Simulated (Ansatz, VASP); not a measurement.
## W in VASP and in Ansatz

The input INCAR:

```
PREC = Accurate
ENCUT = 500
EDIFF = 1E-6
ISMEAR = 0
SIGMA = 0.15
LREAL = False
LASPH = True
NELM = 120
ALGO = Normal
ISIF = 2
LWAVE = False
LCHARG = False
GGA = PS
NBANDS = 13
GGA_COMPAT = False
```

KPOINTS

```
regular mesh
0
Gamma
  22 22 22
```

The input POSCAR:

```
W
1.0
    0.0000000000      2.2157335445      1.7575198475
    2.2157335445      0.0000000000      1.7575198475
    2.2157335445      2.2157335445      0.0000000000
W
1
Direct
    0.0000000000      0.0000000000      0.0000000000
```

Input for Ansatz:

```yaml
crystal:
  lattice:
    - [0.0, 2.2157335445, 1.7575198475]
    - [2.2157335445, 0.0, 1.7575198475]
    - [2.2157335445, 2.2157335445, 0.0]
  atoms:
    - { symbol: W, position: [0.0, 0.0, 0.0] }
basis:
  ecutwfc: 420
kpoints:
  mp_grid: { grid: [22, 22, 22] }
hamiltonian:
  xc: pbesol
  pseudopotentials: { kind: paw, azcp: { folder: soft_1 } }
scf:
  occupations: { method: gaussian, width: 0.15 }
output:
  forces: true
  stress: true
  eigenvalues: true
```

Alike in both runs: task single point; functional PBEsol; k mesh 22 × 22 × 22; occupations gaussian, width 0.15 eV; no spin polarisation.

```csv
,VASP,Ansatz
version,VASP 6.6.1,Ansatz 0.2.0
potentials or method,"VASP PAW PBE potentials, release 64 (W_sv), cutoff 500 eV","scalar-relativistic, plane waves, PAW"
valence electrons in the cell,14,14
```

```csv
,VASP,Ansatz,Ansatz less VASP
gap on the k mesh at the Fermi level (eV),none,none,-
pressure (GPa),-23.3,-23.6,-0.29
"traceless stress, the component that is largest in VASP (GPa)",-15.70,-15.73,-0.037
```

VASP's potentials were made for PBE, not for PBEsol, and Ansatz warns of the same on its side. A gap of «none» marks a metal or a gap that the smearing closes. The functional is the same, so the differences come from potentials, cutoffs and numerics.

Spin-orbit coupling is off throughout.
